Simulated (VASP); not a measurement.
# Na (P6_3/mmc) in VASP: notebook, part 2 of 2

VASP 6.6.1.

## 3. Relaxation of cell and atoms, PBE, target pressure 5.1 GPa, at which the enthalpy is minimised

This run uses another cell than the first one: it holds 4 atoms, not 2.

INCAR

```
SYSTEM = Na
PREC = Accurate ; ENCUT = 600
EDIFF = 1E-6 ; ISMEAR = -1
SIGMA = 0.1 ; LREAL = .FALSE.
LASPH = .TRUE. ; NELM = 100
ALGO = Normal ; ISIF = 3
LWAVE = .FALSE. ; LCHARG = .FALSE.
GGA = PE ; IBRION = 2
NSW = 60 ; EDIFFG = -0.005
PSTRESS = 51.0
```

KPOINTS

```
regular mesh
0
G
  8 8 5
  0 0 0
```

POSCAR

```
Na
1.0
    4.3991294599      0.0000000000      0.0000000000
   -2.1995647299      3.8097578668      0.0000000000
    0.0000000000      0.0000000000      6.2467638330
Na
4
Direct
    0.0000000000      0.0000000000      0.0000000000
    0.0000000000      0.0000000000      0.5000000000
    0.3333333333      0.6666666667      0.2500000000
    0.6666666667      0.3333333333      0.7500000000
```

Potentials or basis: VASP PAW PBE potentials, release 64 (Na_pv).

The run is started by

```bash
> cat potpaw_PBE.64/Na_pv/POTCAR > POTCAR
> mpirun -np 1 vasp_std > vasp.out
```

OUTCAR:

```text
SYSTEM = Na
   PREC = Accurate
   ENCUT = 600
   EDIFF = 1E-6
   ISMEAR = -1
   LREAL = .FALSE.
   LASPH = .TRUE.
   NELM = 100
   ISIF = 3
   GGA = PE
   IBRION = 2
   NSW = 60
   EDIFFG = -0.005
   PSTRESS = 51.0

 ion  position               nearest neighbor table
   1  0.000  0.000  0.000-
   2  0.000  0.000  0.500-
   3  0.333  0.667  0.250-
   4  0.667  0.333  0.750-

  LATTYP: Found a hexagonal cell.
 ALAT       =     4.3991294599
 C/A-ratio  =     1.4200000000

  Lattice vectors:

 A1 = (   4.3991294599,   0.0000000000,   0.0000000000)
 A2 = (  -2.1995647299,   3.8097578668,   0.0000000000)
 A3 = (   0.0000000000,   0.0000000000,   6.2467638330)

Analysis of symmetry for initial positions (statically):
=====================================================================
 Subroutine PRICEL returns:
 Original cell was already a primitive cell.

 Routine SETGRP: Setting up the symmetry group for a
 hexagonal supercell.

 Subroutine GETGRP returns: Found 24 space group operations
 (whereof 12 operations were pure point group operations)
 out of a pool of 24 trial point group operations.

The static configuration has the point symmetry D_3d.
 The point group associated with its full space group is D_6h.

Analysis of symmetry for dynamics (positions and initial velocities):
=====================================================================
 Subroutine PRICEL returns:
 Original cell was already a primitive cell.

 Routine SETGRP: Setting up the symmetry group for a
 hexagonal supercell.

 Subroutine GETGRP returns: Found 24 space group operations
 (whereof 12 operations were pure point group operations)
 out of a pool of 24 trial point group operations.

The dynamic configuration has the point symmetry D_3d.
 The point group associated with its full space group is D_6h.

[... 136 lines left out ...]
  volume of cell :      104.69
 maximum number of plane-waves:      3524
 NGX is ok and might be reduce to    36

--------------------------------------- Ionic step        1  -------------------------------------------

 number of electron      27.9999977 magnetization

 Free energy of the ion-electron system (eV)
  ---------------------------------------------------
  ext. energy  EPLUGINS =         0.00000000
  ---------------------------------------------------
  free energy    TOTEN  =        -3.85857844 eV

  energy without entropy =       -3.81497250  energy(sigma->0) =       -3.83677547

------------------------ aborting loop because EDIFF is reached ----------------------------------------

  FORCE on cell =-STRESS in cart. coord.  units (eV):
  Direction    XX          YY          ZZ          XY          YZ          ZX
  --------------------------------------------------------------------------------------
  -------------------------------------------------------------------------------------
  Total        3.8098678      3.8098678      4.9431095      0.0000000      0.0000000     -0.0000000
  in kB       58.3043933     58.3043933     75.6469819      0.0000000      0.0000000     -0.0000000
  external PRESSURE =      13.0852562 kB  Pullay stress =      51.0000000 kB
[... 103 lines left out ...]
  energy  without entropy=       -4.1558297724  energy(sigma->0) =       -4.17920771

  enthalpy is  TOTEN    =        -0.5686438104 eV   P V=        3.6339418367

[... ionic steps 4 to 17 ...]

--------------------------------------- Ionic step       18  -------------------------------------------

 number of electron      28.0000101 magnetization

------------------------ aborting loop because EDIFF is reached ----------------------------------------
[... 75 lines left out ...]
--------------------------------------- Ionic step       20  -------------------------------------------

 number of electron      28.0000101 magnetization

 Free energy of the ion-electron system (eV)
  ---------------------------------------------------
  ext. energy  EPLUGINS =         0.00000000
  ---------------------------------------------------
  free energy    TOTEN  =        -4.59151463 eV

  energy without entropy =       -4.54596189  energy(sigma->0) =       -4.56873826

 E-fermi :   1.6009     XC(G=0):  -7.5504

 val. band max:        1.5064542015   @ k =   0.3750   0.1250   0.4000
 cond. band min:       1.6357030127   @ k =   0.2500   0.2500   0.2000
 fundamental gap:      0.1292488112
 Fermi energy:         1.6008620560

 k-point     1 :       0.0000    0.0000    0.0000
  band No.  band energies     occupation
      1     -23.2470      2.00000
      2     -23.1743      2.00000
      3     -23.1718      2.00000
      4     -23.1313      2.00000
      5     -23.1313      2.00000
      6     -23.1192      2.00000
[... 481 lines left out ...]
      5     -23.1571      2.00000
      6     -23.1486      2.00000
[... 10 lines left out ...]
     17       4.4217      0.00000
     18       4.6550      0.00000

 [... further k-points ...]

------------------------ aborting loop because EDIFF is reached ----------------------------------------

  FORCE on cell =-STRESS in cart. coord.  units (eV):
  Direction    XX          YY          ZZ          XY          YZ          ZX
  --------------------------------------------------------------------------------------
  -------------------------------------------------------------------------------------
  Total        3.2698795      3.2698795      3.2586724      0.0000000      0.0000000      0.0000000
  in kB       51.0633469     51.0633469     50.8883338      0.0000000      0.0000000      0.0000000
  external PRESSURE =       0.0050092 kB  Pullay stress =      51.0000000 kB
[... 23 lines left out ...]
  energy  without entropy=       -4.5459618913  energy(sigma->0) =       -4.56873826

  enthalpy is  TOTEN    =        -1.3256916113 eV   P V=        3.2658230183

 reached required accuracy - stopping structural energy minimisation
```

CONTCAR:

```text
Na
   1.00000000000000
     3.4059362980251073    0.0000000002895329   -0.0000000000000000
    -1.7029681487231001    2.9496273575093617    0.0000000000000001
     0.0000000000000002    0.0000000000000002   10.2124367165097976
  Na
     4
Direct
     0.0000000000000000    0.0000000000000000    0.0000000000000000
     0.0000000000000000    0.0000000000000000    0.5000000000000000
     0.3333333332999970    0.6666666667000030    0.2500000000000000
     0.6666666667000030    0.3333333332999970    0.7500000000000000

  0.00000000E+00  0.00000000E+00  0.00000000E+00
  0.00000000E+00  0.00000000E+00  0.00000000E+00
  0.00000000E+00  0.00000000E+00  0.00000000E+00
  0.00000000E+00  0.00000000E+00  0.00000000E+00
```

Run time: 7.4 min. Hardware: 1 thread of Intel Xeon Platinum 8259CL at 2.50GHz (Skylake/Cascade Lake), shared host; peak memory 0.26 GiB.

What came out:

```
Free energy                                            : -4.5915 eV
Relaxed volume                                         : 25.65 Å³/atom
Relaxed cell                                           : a = 3.406 Å, b = 3.406 Å, c = 10.212 Å, α = 90.00°, β = 90.00°, γ = 120.00°
Space group after relaxing (to 0.05 Å)                 : P6_3/mmc (No. 194)
Energy change on relaxing (the enthalpy is what falls) : -183.2 meV/atom
Ionic steps                                            : 20
Pressure after relaxing                                : 5.1 GPa
Band gap on the k mesh                                 : zero (band 14 reaches 2.71 eV, above the bottom of band 15 at -1.01 eV)
```

The path:
| step | energy change (eV) | largest force (eV/Å) | pressure (GPa) | volume (Å³) |
| --- | --- | --- | --- | --- |
| 1 | 0.0000 | 0.0000 | 6.41 | 104.69 |
| 2 | -0.1329 | 0.0000 | 5.66 | 107.96 |
| 3 | -0.3440 | 0.0000 | 4.42 | 114.16 |
| 4 | -0.3016 | 0.0000 | 4.68 | 112.79 |
| 5 | -0.3104 | 0.0000 | 4.65 | 112.60 |
| 6 | -0.3321 | 0.0000 | 4.70 | 111.83 |
| 7 | -0.3435 | 0.0000 | 4.88 | 109.47 |
| 8 | -0.3935 | 0.0000 | 6.10 | 101.83 |
| 9 | 0.9583 | 0.0000 | 15.09 | 78.03 |
| 10 | -0.3357 | 0.0000 | 7.86 | 95.32 |
| 11 | 0.0037 | 0.0000 | 10.77 | 87.13 |
| 12 | -0.0767 | 0.0000 | 10.25 | 88.44 |
| 13 | -0.3561 | 0.0000 | 8.16 | 93.31 |
| 14 | -0.7037 | 0.0000 | 5.19 | 101.80 |
| 15 | -0.7125 | 0.0000 | 5.05 | 102.08 |
| 16 | -0.7189 | 0.0000 | 5.07 | 102.23 |
| 17 | -0.7346 | 0.0000 | 5.09 | 102.65 |
| 18 | -0.7355 | 0.0000 | 5.07 | 102.68 |
| 19 | -0.7351 | 0.0000 | 5.08 | 102.66 |
| 20 | -0.7329 | 0.0000 | 5.10 | 102.60 |

Final structure:
```
Na
1.0
     3.40594    0.00000    0.00000
    -1.70297    2.94963    0.00000
     0.00000    0.00000   10.21244
Na
4
Direct
  0.00000 0.00000 0.00000
  0.00000 0.00000 0.50000
  0.33333 0.66667 0.25000
  0.66667 0.33333 0.75000
```

Caveat: the cell is relaxed towards a set pressure, so the enthalpy falls and the energy may rise.
